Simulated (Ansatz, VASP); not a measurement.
## One calculation of PbF2, two programs

Contents of INCAR:

```
SYSTEM = PbF2
ALGO = Normal
EDIFF = 1E-6
ENCUT = 520
GGA = PE
ISIF = 2
ISMEAR = -1
LASPH = .TRUE.
LCHARG = .FALSE.
LREAL = .FALSE.
LWAVE = .FALSE.
NBANDS = 21
NELM = 60
PREC = Accurate
SIGMA = 0.02
```

The input KPOINTS:

```
k-points
0
G
  8 8 8
  0 0 0
```

Contents of POSCAR:

```
PbF2
1.0
   -0.1638789641      2.9149774829      2.9149774829
    2.9149774829     -0.1638789641      2.9149774829
    2.9149774829      2.9149774829     -0.1638789641
Pb F
1 2
Direct
    0.0000000000      0.0000000000      0.0000000000
    0.2561128017      0.2561128017      0.2561128017
    0.7438871983      0.7438871983      0.7438871983
```

Input for Ansatz:

```yaml
crystal:
  lattice:
    - [-0.1638789641, 2.9149774829, 2.9149774829]
    - [2.9149774829, -0.1638789641, 2.9149774829]
    - [2.9149774829, 2.9149774829, -0.1638789641]
  atoms:
    - { symbol: Pb, position: [0.0, 0.0, 0.0] }
    - { symbol: F, position: [0.2561128017, 0.2561128017, 0.2561128017] }
    - { symbol: F, position: [0.7438871983, 0.7438871983, 0.7438871983] }
kpoints:
  mp_grid: { grid: [8, 8, 8] }
  band_path:
    path:
      - [0.0, 0.0, 0.0]
      - [0.5, 0.0, 0.5]
      - [0.625, 0.25, 0.625]
      - [0.375, 0.375, 0.75]
      - [0.5, 0.5, 0.5]
      - [0.5, 0.25, 0.75]
      - [0.34375, 0.34375, -0.3125]
      - [0.0, 0.5, 0.5]
    npoints: 1
hamiltonian:
  xc: pbe
scf:
  occupations: { method: fermi_dirac, width: 0.02 }
  n_extra_bands: 4
output:
  forces: true
  stress: true
  eigenvalues: true
  write_density: true
  write_potential: true
  elf: true
  volumetric_format: npy
```

Change from the starting cell: epitaxial_111 strain +4.0%.

Alike in both runs: task single point; functional PBE; k mesh 8 × 8 × 8; occupations fermi-dirac, width 0.02 eV; no spin polarisation.

|  | VASP | Ansatz |
| --- | --- | --- |
| version | VASP 6.6.1 | Ansatz 0.2.0 |
| potentials or method | VASP PAW PBE potentials, release 64 (Pb_d, F) | plane waves, PAW |
| plane-wave cutoff (eV) | 520 | 420 |
| valence electrons in the cell | 28 | 28 |

```csv
,VASP,Ansatz,Ansatz less VASP
gap on the k mesh at the Fermi level (eV),4.40,4.40,+0.004
pressure (GPa),0.2,0.5,+0.21
"traceless stress, the component that is largest in VASP (GPa)",1.17,1.16,-0.015
rms of the force components (eV/Å),0.012,0.011,-0.0013
```

Atom by atom the forces differ by 0.001 eV/Å (rms over components).

Spin-orbit coupling is off throughout.
